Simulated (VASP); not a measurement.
Input of a VASP 6.6.1 run:

Contents of INCAR:

```
SYSTEM = BeAl15HN16
PREC = Accurate
ENCUT = 520
EDIFF = 1E-6
ISMEAR = 0
SIGMA = 0.01
LREAL = Auto
LASPH = .True.
NELM = 60
ALGO = Normal
ISIF = 2
LWAVE = .False.
LCHARG = .False.
GGA = PE
NBANDS = 86
```

KPOINTS

```
Automatic mesh
0
Gamma
  1 1 1
  0.25 0.25 0.25
```

Contents of POSCAR:

```
BeAl15HN16
1.0
    6.2595139102      0.0000000601      0.0000000000
   -3.1297570100      5.4208980298      0.0000000000
    0.0000000000      0.0000000000     10.0348065900
Al Be N H
15 1 16 1
Direct
    0.3314718160      0.1686378599      0.2409261030
    0.3292344674      0.1707460040      0.7471216867
    0.1646054936      0.3354801899      0.9984501613
    0.3290123929      0.6615806251      0.2540283702
    0.1547500129      0.8183573502      0.5049757599
    0.3318988692      0.6657252858      0.7482873534
    0.1654996992      0.8339721528      0.9985887341
    0.8385495434      0.1710507119      0.2539957070
    0.6816933660      0.3453205623      0.5049566219
    0.8340412775      0.1680304532      0.7483411828
    0.6660570456      0.3345876786      0.9986070567
    0.8328311288      0.6671350012      0.2489262024
    0.6658442313      0.8341786983      0.5015176008
    0.8306434297      0.6694847384      0.7528818706
    0.6641119343      0.8358897042      1.0016395179
    0.1376728439      0.3621359293      0.5156514089
    0.3587381623      0.1413045472      0.4299274305
    0.1671464451      0.3331896392      0.1881024669
    0.3301830987      0.1698272550      0.9386534784
    0.1651427465      0.3343235043      0.6829546035
    0.3223890607      0.6522588757      0.4446072055
    0.1669342073      0.8305766802      0.1883450221
    0.3310548569      0.6690541808      0.9385799551
    0.1643726231      0.8330642520      0.6918674859
    0.8476510898      0.1775574193      0.4445778779
    0.6693988816      0.3329159874      0.1883547815
    0.8309036928      0.1689544834      0.9386559696
    0.6669481857      0.3358304075      0.6918489512
    0.8312403647      0.6688079886      0.4390839875
    0.6658568950      0.8341090101      0.1928556348
    0.8298300111      0.6702426859      0.9414596317
    0.6665311073      0.8334262739      0.6905744296
    0.4513630196      0.0486418643      0.3989017509
```

Potentials or basis: VASP PAW PBE potentials, release 64 (Al, Be, N, H).

The run is started by

```sh
$ cat potpaw_PBE.64/Al/POTCAR potpaw_PBE.64/Be/POTCAR potpaw_PBE.64/N/POTCAR potpaw_PBE.64/H/POTCAR > POTCAR
$ mpirun -np 1 vasp_std > vasp.out
```

(1) What does it give for the band gap on the k mesh?

(2) What does it give for the largest force?

Answers

(1) 5.44 eV.

(2) 0.260 eV/Å.

Caveat: the k points lie up to 0.58 Å⁻¹ apart.
